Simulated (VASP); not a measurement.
A run of VASP 6.6.1 is set up as follows.

Contents of INCAR:

```
ALGO = Normal
EDIFF = 1E-6
ENCUT = 520
GGA = PS
ISIF = 2
ISMEAR = 0
LASPH = True
LCHARG = False
LREAL = False
LWAVE = False
NBANDS = 12
NELM = 60
PREC = Accurate
SIGMA = 0.15
```

KPOINTS

```
k-points
0
Gamma
  20 20 20
```

The input POSCAR:

```
Hg
1.0
    0.0000000000      2.3919113801      2.3919113801
    2.3919113801      0.0000000000      2.3919113801
    2.3919113801      2.3919113801      0.0000000000
Hg
1
Direct
    0.0000000000      0.0000000000      0.0000000000
```

Potentials or basis: VASP PAW PBE potentials, release 64 (Hg).

Launch:

```console
$ cat potpaw_PBE.64/Hg/POTCAR > POTCAR
$ mpirun -np 1 vasp_std > vasp.out
```

What does it give for the band gap on the k mesh?

Zero (band 6 reaches 1.36 eV, above the bottom of band 7 at 0.41 eV).

What does it give for the pressure?

-2.7 GPa.

Caveat: the PAW data sets were made with another functional, which shifts forces and pressure a little; spin-orbit coupling is left out, which moves the levels of the heavy elements.
